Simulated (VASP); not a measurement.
Os, 2 atoms in the cell. The typed cell holds 2 atoms: a = 2.767 Å, b = 2.767 Å, c = 4.316 Å, α = 90.02°, β = 90.01°, γ = 60.00°. The cell was built from a structure type or drawn by symmetry, and may not be a known phase.

```yaml
Program: VASP 6.6.1
Task: single point
Functional: PBE
Potentials_or_basis: VASP PAW PBE potentials, release 64 (Os)
Cutoff: 520 eV
k_mesh: 6 × 6 × 4
Occupations: gaussian, width 0.1 eV
Spin: no spin polarisation
Dipole_correction: no
Further_INCAR_settings: ALGO = Normal; EDIFF = 1e-06; NBANDS = 15
```

Potentials or basis: VASP PAW PBE potentials, release 64 (Os).

Command:

```sh
$ cat potpaw_PBE.64/Os/POTCAR > POTCAR
$ mpirun -np 1 vasp_std > vasp.out
```

Hardware: 1 thread of Intel(R) Xeon(R) Platinum 8488C (Sapphire Rapids), with other jobs on the host.

Q: Estimate the wall time of this run.

A: Run time: 27 s on 1 thread of Intel(R) Xeon(R) Platinum 8488C (Sapphire Rapids) (shared host), peak memory 0.16 GiB. Counts: scf iterations 13, k points 76.
